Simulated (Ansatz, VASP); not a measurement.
**Two plane-wave programs on GaSb**

```
Sb Ga
1.0
    -1.56621    2.69272    2.91247
     1.56621   -2.69272    2.91247
     1.56621    2.69272   -2.91247
Sb Ga
1 1
Direct
  0.50000 0.50000 0.00000
  0.00000 0.00000 0.00000
```

Alike in both runs: task single point; functional LDA; k mesh 10 × 10 × 10; occupations fermi-dirac, width 0.05 eV; no spin polarisation.

|  | VASP | Ansatz |
| --- | --- | --- |
| version | VASP 6.6.1 | Ansatz 0.2.0 |
| potentials or method | VASP PAW LDA potentials, release 64 (Sb, Ga_d) | Ansatz PAW |
| plane-wave cutoff (eV) | 520 | 420 |
| valence electrons in the cell | 18 | 28 |

```csv
,VASP,Ansatz,Ansatz less VASP
gap on the k mesh at the Fermi level (eV),none,none,-
pressure (GPa),-5.2,-5.3,-0.10
"traceless stress, the component that is largest in VASP (GPa)",0.97,0.95,-0.019
```

LDA's correlation is that of Perdew and Zunger in VASP and of Perdew and Wang (1992) in Ansatz. A gap of «none» marks a metal or a gap that the smearing closes. VASP's potentials hold 18 valence electrons a cell and Ansatz's 28, so a difference there can come from the potentials and not from the codes.

Neither program's run includes spin-orbit coupling.
